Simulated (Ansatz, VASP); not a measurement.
This is a calculation of As for VASP 6.6.1.

The input INCAR:

```
ALGO = Normal ; EDIFF = 1E-6
ENCUT = 600 ; GGA = CA
GGA_COMPAT = False ; ISIF = 2
ISMEAR = -1 ; LASPH = True
LCHARG = True ; LELF = True
LREAL = False ; LVHAR = True
LWAVE = False ; NBANDS = 22
NELM = 120 ; PREC = Accurate
SIGMA = 0.05
```

Contents of KPOINTS:

```
k-points
0
Gamma
  9 9 9
```

Contents of POSCAR:

```
As
1.0
    1.8681737204      1.0785906003      3.4904769752
   -1.8681737204      1.0785906003      3.4904769752
    0.0000000000     -2.1571812007      3.4904769752
As
2
Direct
    0.2260000000      0.2260000000      0.2260000000
    0.7740000000      0.7740000000      0.7740000000
```

Potentials or basis: VASP PAW LDA potentials, release 64 (As_d).

Command:

```bash
$ cat potpaw_LDA.64/As_d/POTCAR > POTCAR
$ mpirun -np 1 vasp_std > vasp.out
```

Question: Set up the same calculation for Ansatz 0.2.0. Potentials there: Ansatz PAW.

Answer: As run (the cutoff follows the program's own potentials):

File input.yaml:

```yaml
crystal:
  lattice:
    - [1.8681737204, 1.0785906003, 3.4904769752]
    - [-1.8681737204, 1.0785906003, 3.4904769752]
    - [0.0, -2.1571812007, 3.4904769752]
  atoms:
    - { symbol: As, position: [0.226, 0.226, 0.226] }
    - { symbol: As, position: [0.774, 0.774, 0.774] }
hamiltonian:
  xc: lda
  pseudopotentials: { kind: paw }
kpoints:
  mp_grid: { grid: [9, 9, 9] }
scf:
  occupations: { method: fermi_dirac, width: 0.05 }
output:
  forces: true
  stress: true
  eigenvalues: true
```

Potentials or basis: Ansatz PAW.

The run is started by

```bash
$ ansatz run input.yaml --threads 2 --pin off --max-ram 5632MiB --backend cpu --events-out ev --progress --plain --runs-dir out
```

Both were run:

|  | VASP | Ansatz | Ansatz less VASP |
| --- | --- | --- | --- |
| gap on the k mesh at the Fermi level (eV) | none | none | - |
| pressure (GPa) | 0.4 | 0.2 | -0.17 |
| traceless stress, the component that is largest in VASP (GPa) | -0.78 | -0.70 | +0.074 |
| rms of the force components (eV/Å) | 0.251 | 0.229 | -0.0215 |

LDA's correlation is that of Perdew and Zunger in VASP and of Perdew and Wang (1992) in Ansatz. Atom by atom the forces differ by 0.022 eV/Å (rms over components). A gap of «none» marks a metal or a gap that the smearing closes.
